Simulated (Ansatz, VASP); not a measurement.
## One calculation of MgCd3O, two programs

INCAR

```
PREC = Accurate ; ENCUT = 600
EDIFF = 1E-6 ; ISMEAR = 0
SIGMA = 0.1 ; LREAL = F
LASPH = T ; NELM = 120
ALGO = Normal ; ISIF = 2
LWAVE = F ; LCHARG = T
GGA = PE ; LELF = T
LVHAR = T ; NBANDS = 30
GGA_COMPAT = F
```

The input KPOINTS:

```
Automatic mesh
0
Gamma
  4 4 4
```

File POSCAR:

```
MgCd3O
1.0
    4.1925037600      0.0000000000      0.0000000000
    0.0000000000      4.1925037600      0.0000000000
    0.0000000000      0.0000000000      5.3050044700
Mg Cd O
1 3 1
Direct
    0.0000000000      0.0000000000      0.0000000000
    0.5000000000      0.5000000000      0.1059000000
    0.0000000000      0.5000000000      0.5000000000
    0.5000000000      0.0000000000      0.5000000000
    0.5000000000      0.5000000000      0.6620000000
```

Input for Ansatz:

```yaml
crystal:
  lattice:
    - [4.19250376, 0.0, 0.0]
    - [0.0, 4.19250376, 0.0]
    - [0.0, 0.0, 5.30500447]
  atoms:
    - { symbol: Mg, position: [0.0, 0.0, 0.0] }
    - { symbol: Cd, position: [0.5, 0.5, 0.1059] }
    - { symbol: Cd, position: [0.0, 0.5, 0.5] }
    - { symbol: Cd, position: [0.5, 0.0, 0.5] }
    - { symbol: O, position: [0.5, 0.5, 0.662] }
basis:
  ecutwfc: 420
kpoints:
  mp_grid: { grid: [4, 4, 4] }
hamiltonian:
  xc: pbe
scf:
  occupations: { method: gaussian, width: 0.1 }
  lower_state_search: "off"
output:
  forces: true
  stress: true
  eigenvalues: true
```

Change from the starting cell: species swapped into the NdBPt3 type (P4mm, No. 99).

Alike in both runs: task single point; functional PBE; k mesh 4 × 4 × 4; occupations gaussian, width 0.1 eV; no spin polarisation.

|  | VASP | Ansatz |
| --- | --- | --- |
| version | VASP 6.6.1 | Ansatz 0.2.0 |
| potentials or method | VASP PAW PBE potentials, release 64 (Mg, Cd, O), cutoff 600 eV | scalar-relativistic, plane waves, PAW |
| valence electrons in the cell | 44 | 76 |

|  | VASP | Ansatz | Ansatz less VASP |
| --- | --- | --- | --- |
| gap on the k mesh at the Fermi level (eV) | none | none | - |
| pressure (GPa) | 6.9 | 6.4 | -0.50 |
| traceless stress, the component that is largest in VASP (GPa) | -4.18 | -4.05 | +0.134 |
| rms of the force components (eV/Å) | 0.443 | 0.424 | -0.0196 |

Atom by atom the forces differ by 0.023 eV/Å (rms over components). A gap of «none» marks a metal or a gap that the smearing closes. The functional is the same, so the differences come from potentials, cutoffs and numerics. VASP's potentials hold 44 valence electrons a cell and Ansatz's 76, so a difference there can come from the potentials and not from the codes.

The k mesh is coarse, so the values compare programs but aren't converged.
